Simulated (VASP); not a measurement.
A run of VASP 6.6.1 is set up as follows.

INCAR

```
SYSTEM = Ti
  ALGO = Normal
  EDIFF = 1E-6
  ENCUT = 520
  GGA = CA
  ISIF = 2
  ISMEAR = -1
  LASPH = .TRUE.
  LCHARG = .FALSE.
  LREAL = .FALSE.
  LWAVE = .FALSE.
  NBANDS = 12
  NELM = 80
  PREC = Accurate
  SIGMA = 0.05
```

KPOINTS

```
k-points
0
G
  15 15 15
  0 0 0
```

POSCAR

```
Ti
1.0
    2.0893357195      0.0000000000      0.0000000000
    0.0000000000      2.0893357195      0.0000000000
    0.0000000000      0.0000000000      2.0893357195
Ti
1
Direct
    0.0000000000      0.0000000000      0.0000000000
```

Potentials or basis: VASP PAW LDA potentials, release 64 (Ti_sv).

Run with:

```bash
$ cat potpaw_LDA.64/Ti_sv/POTCAR > POTCAR
$ mpirun -np 1 vasp_std > vasp.out
```

(1) Predict the band gap on the k mesh.

(2) What does it give for the pressure?

Results:

(1) zero (band 6 reaches 18.26 eV, above the bottom of band 7 at 12.58 eV).

(2) 167.4 GPa.
